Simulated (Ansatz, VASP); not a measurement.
SrO in VASP and in Ansatz

Contents of INCAR:

```
SYSTEM = SrO
PREC = Accurate
ENCUT = 520
EDIFF = 1E-8
ISMEAR = -1
SIGMA = 0.03
LREAL = .FALSE.
LASPH = .TRUE.
NELM = 60
ALGO = Normal
ISIF = 2
LWAVE = .FALSE.
LCHARG = .FALSE.
GGA = PE
LEFG = .TRUE.
NBANDS = 15
```

File KPOINTS:

```
Automatic mesh
0
G
  4 4 4
  0 0 0
```

Contents of POSCAR:

```
SrO
1.0
    0.0000000000      2.5698000000      2.5698000000
    2.5698000000      0.0000000000      2.5698000000
    2.5698000000      2.5698000000      0.0000000000
Sr O
1 1
Direct
    0.0000000000      0.0000000000      0.0000000000
    0.5000000000      0.5000000000      0.5000000000
```

Input for Ansatz:

```yaml
crystal:
  lattice:
    - [0.0, 2.5698, 2.5698]
    - [2.5698, 0.0, 2.5698]
    - [2.5698, 2.5698, 0.0]
  atoms:
    - { symbol: Sr, position: [0.0, 0.0, 0.0] }
    - { symbol: O, position: [0.5, 0.5, 0.5] }
kpoints:
  mp_grid: { grid: [4, 4, 4] }
scf:
  occupations: { method: fermi_dirac, width: 0.03 }
hamiltonian:
  xc: pbe
  pseudopotentials: { kind: paw }
output:
  forces: true
  stress: true
  eigenvalues: true
  efg: { contact_densities: true }
```

Alike in both runs: task electric field gradients; functional PBE; k mesh 4 × 4 × 4; occupations fermi-dirac, width 0.03 eV; no spin polarisation.

|  | VASP | Ansatz |
| --- | --- | --- |
| version | VASP 6.6.1 | Ansatz 0.2.0 |
| potentials or method | VASP PAW PBE potentials, release 64 (Sr_sv, O) | PAW with Ansatz's default frozen-core files, scalar-relativistic |
| plane-wave cutoff (eV) | 520 | 420 |
| valence electrons in the cell | 16 | 16 |

|  | VASP | Ansatz | Ansatz less VASP |
| --- | --- | --- | --- |
| gap on the k mesh at the Fermi level (eV) | 3.26 | 3.31 | +0.049 |
| pressure (GPa) | 3.5 | 2.9 | -0.59 |

The functional is the same, so the differences come from potentials, cutoffs and numerics.

The k mesh is coarse, so the values compare programs but aren't converged.
